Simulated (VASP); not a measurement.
Runs of VASP 6.6.1 on SiPd3Pt. The structure is that of space group Pm-3m (No. 221), or close to it. The cells are those of the table. The cell was generated, and may not be a known phase.

| task | cell | k mesh | cutoff (eV) | gap on the mesh (eV) | pressure (GPa) | relaxed volume (Å³/atom) |
| --- | --- | --- | --- | --- | --- | --- |
| relaxation of cell and atoms | relaxed from a = 4.867 Å, 5 atoms | 8 × 8 × 8 | 600 | none | 0.0 | 22.86 |
| single point | a = 4.867 Å, 5 atoms | 4 × 4 × 4 | 520 | none | -0.3 | - |
| relaxation of cell and atoms | relaxed from a = 4.209 Å, 5 atoms | 4 × 4 × 4 | 600 | none | -0.2 | 23.04 |
| single point | a = 4.859 Å, 5 atoms | 8 × 8 × 8 | 520 | none | -0.3 | - |
| single point | a = 4.209 Å, 5 atoms | 4 × 4 × 4 | 520 | none | (a) | - |

Alike in all rows: level PBE; potentials or basis VASP PAW PBE potentials, release 64 (Si, Pd, Pt); no spin polarisation; smearing gaussian 0.1 eV.

Estimate the missing entries.

(a) 98.9.

Caveats: some runs use coarse meshes; spin-orbit coupling is left out, which moves the levels of the heavy elements; the volume moved by over 15 % at a fixed basis, so the end points are rough (at least some runs).

A k mesh can miss the band edges, and the runs leave out spin-orbit coupling on Pd, Pt.

A gap of «none» marks levels without a gap at the run's occupations.
